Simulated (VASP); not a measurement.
Here is a VASP 6.6.1 calculation.

The input POSCAR:

```
TaN
1.0
    3.0603625856      0.0000000000      0.0000000000
   -1.5301812928      2.6503517440      0.0000000000
    0.0000000000      0.0000000000      6.0020600435
Ta N
2 2
Direct
    0.3333333333      0.6666666667      0.0319037822
    0.6666666667      0.3333333333      0.5319037822
    0.3333333333      0.6666666667      0.3530962178
    0.6666666667      0.3333333333      0.8530962178
```

Contents of INCAR.step1:

```
SYSTEM = TaN
  PREC = Accurate
  ENCUT = 600
  ISMEAR = 0
  SIGMA = 0.1
  LREAL = .FALSE.
  LASPH = .TRUE.
  NELM = 80
  GGA = PE
  ALGO = Normal
  EDIFF = 1E-4
  LWAVE = .TRUE.
  LCHARG = .FALSE.
  KPAR = 4
```

File INCAR.step2:

```
SYSTEM = TaN
  PREC = Accurate
  ENCUT = 600
  EDIFF = 1E-6
  ISMEAR = 0
  SIGMA = 0.1
  LREAL = .FALSE.
  LASPH = .TRUE.
  NELM = 80
  ALGO = Normal
  ISIF = 4
  LWAVE = .FALSE.
  LCHARG = .FALSE.
  METAGGA = R2SCAN
  LMIXTAU = .TRUE.
  IBRION = 2
  NSW = 50
  EDIFFG = -0.01
  ISTART = 1
  KPAR = 4
```

KPOINTS

```
regular mesh
0
G
  18 18 8
  0 0 0
```

Potentials or basis: VASP PAW PBE potentials, release 64 (Ta_pv, N).

Command:

```bash
$ cat potpaw_PBE.64/Ta_pv/POTCAR potpaw_PBE.64/N/POTCAR > POTCAR
$ cp INCAR.step1 INCAR
$ mpirun -np 4 vasp_std > vasp.out
$ cp INCAR.step2 INCAR
$ mpirun -np 4 vasp_std > vasp.out
```

Estimate the band gap on the k mesh.

zero (bands 16 and 17 overlap by 0.16 eV).

Step by step:
| step | energy change (eV) | largest force (eV/Å) | pressure (GPa) | volume (Å³) |
| --- | --- | --- | --- | --- |
| 1 | 0.0000 | 0.0936 | 20.09 | 48.68 |
| 2 | 0.0080 | 0.5554 | 18.87 | 48.68 |
| 3 | -0.0028 | 0.1340 | 19.63 | 48.68 |
| 4 | -0.0049 | 0.0340 | 19.28 | 48.68 |
| 5 | -0.0050 | 0.0011 | 19.17 | 48.68 |

Caveat: the PAW data sets were made with another functional, which shifts forces and pressure a little; spin-orbit coupling is left out, which moves the levels of the heavy elements.
